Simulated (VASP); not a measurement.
# W in VASP: single point with LDA

Aim: the single point of W with LDA.

All numbers are computed with VASP 6.6.1; they aren't measurements. Logs are shortened: lines on timing, memory, paths and dates and some standing lists are left out, and cuts for length are marked.

## (1) The cell of the first run

The typed cell holds 1 atom: a = 2.791 Å, b = 2.791 Å, c = 3.223 Å, α = 54.73°, β = 54.73°, γ = 70.53°.

## (2) Single point, LDA

The input, INCAR:

```
SYSTEM = W
PREC = Accurate
ENCUT = 520
EDIFF = 1E-6
ISMEAR = 0
SIGMA = 0.15
LREAL = .False.
LASPH = .True.
NELM = 80
ALGO = Fast
ISIF = 2
LWAVE = .False.
LCHARG = .False.
GGA = CA
NBANDS = 13
```

The input, KPOINTS:

```
regular mesh
0
Gamma
  22 22 22
  0 0 0
```

The input, POSCAR:

```
W
1.0
    0.0000000000      2.2787126677      1.6110498561
    2.2787126677      0.0000000000      1.6110498561
    2.2787126677      2.2787126677      0.0000000000
W
1
Direct
    0.0000000000      0.0000000000      0.0000000000
```

Potentials or basis: VASP PAW LDA potentials, release 64 (W_sv).

Command:

```sh
$ cat potpaw_LDA.64/W_sv/POTCAR > POTCAR
$ mpirun -np 1 vasp_std > vasp.out
```

OUTCAR:

```text
SYSTEM = W
   PREC = Accurate
   ENCUT = 520
   EDIFF = 1E-6
   ISMEAR = 0
   LREAL = .False.
   LASPH = .True.
   NELM = 80
   ISIF = 2
   GGA = CA

 ion  position               nearest neighbor table
   1  0.000  0.000  0.000-

  LATTYP: Found a body centered tetragonal cell.
 ALAT       =     3.2225863594
 C/A-ratio  =     0.9998489886

  Lattice vectors:

 A1 = (   0.0000000000,  -2.2787126677,  -1.6110498561)
 A2 = (   0.0000000000,   2.2787126677,  -1.6110498561)
 A3 = (   2.2787126677,   0.0000000000,   1.6110498561)

Analysis of symmetry for initial positions (statically):
=====================================================================
 Subroutine PRICEL returns:
 Original cell was already a primitive cell.

 Routine SETGRP: Setting up the symmetry group for a
 body centered tetragonal supercell.

 Subroutine GETGRP returns: Found 16 space group operations
 (whereof 16 operations were pure point group operations)
 out of a pool of 16 trial point group operations.

The static configuration has the point symmetry D_4h.

Analysis of symmetry for dynamics (positions and initial velocities):
=====================================================================
 Subroutine PRICEL returns:
 Original cell was already a primitive cell.

 Routine SETGRP: Setting up the symmetry group for a
 body centered tetragonal supercell.

 Subroutine GETGRP returns: Found 16 space group operations
 (whereof 16 operations were pure point group operations)
 out of a pool of 16 trial point group operations.

The dynamic configuration has the point symmetry D_4h.

 Subroutine INISYM returns: Found 16 space group operations
 (whereof 16 operations are pure point group operations),
 and found     1 'primitive' translations

----------------------------------------------------------------------------------------

                                     Primitive cell

  volume of cell :      16.7309

  direct lattice vectors                    reciprocal lattice vectors
     0.000000000  2.278712668  1.611049856    -0.219422136  0.219422136  0.310356627
     2.278712668  0.000000000  1.611049856     0.219422136 -0.219422136  0.310356627
     2.278712668  2.278712668  0.000000000     0.219422136  0.219422136 -0.310356627

  length of vectors
     2.790701177  2.790701177  3.222586359     0.438877413  0.438877413  0.438877413
[... 85 lines left out ...]
   ISIF   =      2    stress and relaxation
   ISYM   =      2    0-nonsym 1-usesym 2-fastsym
   POTIM  = 0.5000    time-step for ionic-motion
   TEBEG  =    0.0;   TEEND  =   0.0 temperature during run
   PSTRESS=    0.0 pullay stress
   NELECT =      14.0000    total number of electrons
   NUPDOWN=      -1.0000    fix difference up-down
   EMIN   =  10.00;   EMAX   =-10.00  energy-range for DOS
   EFERMI =   0.00;   METHOD = LEGACY
   ISMEAR =     0;   SIGMA  =   0.15  broadening in eV -4-tet -1-fermi 0-gaus
   EFERMI_NEDOS =   21; number of points for ismear=-14 and -15
   IALGO  =     68    algorithm
   IMIX   =      4    mixing-type and parameters
     AMIX     =   0.40;   BMIX     =  1.00
     AMIX_MAG =   1.60;   BMIX_MAG =  1.00
  volume/ion in A,a.u.               =      16.73       112.91
  Fermi-wavevector in a.u.,A,eV,Ry     =   1.542688  2.915258 32.380324  2.379887
  Thomas-Fermi vector in A             =   2.648457
   LORBIT       =      0    0 simple, 1 ext, 2 COOP (PROOUT), +10 PAW based schemes
   GGA     = CA    functional components
   LHFCALC =     F    Hartree Fock is set to
   AEXX    =    0.0000 exact exchange contribution
   IVDW    =     0    specifies the selected vdW correction
   LEPSILON=     F    determine dielectric tensor
   LRPA    =     F    only Hartree local field effects (RPA)
 non-spin polarized calculation
 RMM-DIIS sequential band-by-band and
 Gauss-broadening in eV      SIGMA  =   0.15
  energy-cutoff  :      520.00
  volume of cell :       16.73
 maximum number of plane-waves:       466
 NGX is ok and might be reduce to    24
   NGX = 11   NGY = 11   NGZ = 11

 number of electron      13.9999999 magnetization

 Free energy of the ion-electron system (eV)
  ---------------------------------------------------
  ext. energy  EPLUGINS =         0.00000000
  ---------------------------------------------------
  free energy    TOTEN  =       -14.01670445 eV

  energy without entropy =      -14.01018358  energy(sigma->0) =      -14.01344401

 E-fermi :  10.5316     XC(G=0): -13.5293

 val. band max:       10.5260043417   @ k =  -0.4545   0.0455   0.0000
 cond. band min:      10.5405496777   @ k =  -0.2273   0.5000   0.2727
 fundamental gap:      0.0145453360
 Fermi energy:        10.5316435488

 k-point     1 :       0.0000    0.0000    0.0000
  band No.  band energies     occupation
      1     -63.2792      2.00000
      2     -27.1605      2.00000
      3     -27.1605      2.00000
      4     -27.1605      2.00000
      5       1.2943      2.00000
      6       9.3669      2.00000
      7       9.3688      2.00000
      8       9.3688      2.00000
      9      12.5944      0.00000
     10      12.5969      0.00000
     11      24.9977      0.00000
     12      24.9977      0.00000
     13      25.0005      0.00000
[... 354 lines left out ...]
  band No.  band energies     occupation
      1     -63.1711      2.00000
      2     -28.2286      2.00000
      3     -27.5224      2.00000
      4     -27.1816      2.00000
      5       4.7191      2.00000
      6       7.3375      2.00000
      7      10.5260      1.04240
      8      12.3423      0.00000
      9      13.6894      0.00000
     10      15.9176      0.00000
     11      21.0292      0.00000
     12      22.4447      0.00000
     13      26.9219      0.00000

 [... further k-points ...]

------------------------ aborting loop because EDIFF is reached ----------------------------------------

  FORCE on cell =-STRESS in cart. coord.  units (eV):
  Direction    XX          YY          ZZ          XY          YZ          ZX
  --------------------------------------------------------------------------------------
  -------------------------------------------------------------------------------------
  Total       -2.2773471     -2.2773471     -2.2731031      0.0000000      0.0000000     -0.0000000
  in kB     -218.0829447   -218.0829447   -217.6765288      0.0000000      0.0000000     -0.0000000
  external PRESSURE =    -217.9474728 kB  Pullay stress =       0.0000000 kB

 VOLUME and BASIS-vectors are now :
 -----------------------------------------------------------------------------
  energy-cutoff  :      520.00
  volume of cell :       16.73
      direct lattice vectors                 reciprocal lattice vectors
     0.000000000  2.278712668  1.611049856    -0.219422136  0.219422136  0.310356627
     2.278712668  0.000000000  1.611049856     0.219422136 -0.219422136  0.310356627
     2.278712668  2.278712668  0.000000000     0.219422136  0.219422136 -0.310356627

 POSITION                                       TOTAL-FORCE (eV/Angst)
 -----------------------------------------------------------------------------------
      0.00000      0.00000      0.00000         0.000000      0.000000     -0.000000
 -----------------------------------------------------------------------------------
    total drift:                               -0.000000      0.000000     -0.000000

  FREE ENERGIE OF THE ION-ELECTRON SYSTEM (eV)
  ---------------------------------------------------
  free  energy   TOTEN  =       -14.0167044474 eV

  energy  without entropy=      -14.0101835803  energy(sigma->0) =      -14.01344401
```

OSZICAR:

```text
N       E                     dE             d eps       ncg     rms          rms(c)
DAV:   1     0.836266800111E+02    0.83627E+02   -0.74755E+03 21798   0.121E+03
DAV:   2    -0.130805833434E+02   -0.96707E+02   -0.93014E+02 24539   0.315E+02
DAV:   3    -0.147487215679E+02   -0.16681E+01   -0.16625E+01 23649   0.400E+01
DAV:   4    -0.147557607651E+02   -0.70392E-02   -0.70390E-02 24149   0.289E+00
DAV:   5    -0.147558230267E+02   -0.62262E-04   -0.62261E-04 24024   0.256E-01    0.191E+01
RMM:   6    -0.141632315036E+02    0.59259E+00   -0.47912E-01 23604   0.610E+00    0.746E+00
RMM:   7    -0.140213733519E+02    0.14186E+00   -0.30262E-01 23723   0.478E+00    0.919E-01
RMM:   8    -0.140169353945E+02    0.44380E-02   -0.11396E-02 26778   0.116E+00    0.231E-01
RMM:   9    -0.140167057081E+02    0.22969E-03   -0.17360E-03 25975   0.482E-01    0.216E-02
RMM:  10    -0.140167078057E+02   -0.20976E-05   -0.24679E-04 27578   0.191E-01    0.101E-02
RMM:  11    -0.140167041530E+02    0.36527E-05   -0.48946E-05 26957   0.813E-02    0.343E-03
RMM:  12    -0.140167044474E+02   -0.29440E-06   -0.87892E-06 25509   0.382E-02
   1 F= -.14016704E+02 E0= -.14013444E+02  d E =-.652087E-02
```

stdout:

```text
POSCAR found type information on POSCAR W
 POSCAR found :  1 types and       1 ions
 scaLAPACK will be used
 LDA part: xc-table for (Slater(with rela. corr.)+CA(PZ))
 , standard interpolation
 POSCAR, INCAR and KPOINTS ok, starting setup
 FFT: planning ... GRIDC
 FFT: planning ... GRID_SOFT
 FFT: planning ... GRID
 WAVECAR not read
 entering main loop
WARNING in EDDRMM: call to ZHEGV failed, returncode =   8  4     13
```

It took 55 s on 1 thread of Intel Xeon 6975P-C (Granite Rapids), shared host; peak memory 0.28 GiB.

Results:

| Quantity | Value |
| --- | --- |
| Free energy | -14.0167 eV |
| Pressure | -21.8 GPa |
| Band gap on the k mesh | zero (band 7 reaches 15.30 eV, above the bottom of band 8 at 9.37 eV) |

Levels at points of the mesh, in eV from the Fermi level:
```
           k point  band 4  band 5  band 6  band 7  band 8  band 9  band 10  band 11
(0.00, 0.00, 0.00)  -37.69   -9.24   -1.16   -1.16   -1.16    2.06     2.07    14.47
(0.50, 0.00, 0.00)  -37.70   -5.90   -3.32    0.67    1.94    2.83     5.67    10.23
(0.50, 0.50, 0.00)  -38.46   -5.42   -5.42    4.77    4.77    4.77     7.94     7.94
(0.50, 0.00, 0.50)  -37.70   -5.90   -3.32    0.67    1.94    2.83     5.67    10.23
```

Caveat: spin-orbit coupling is left out, which moves the levels of the heavy elements.
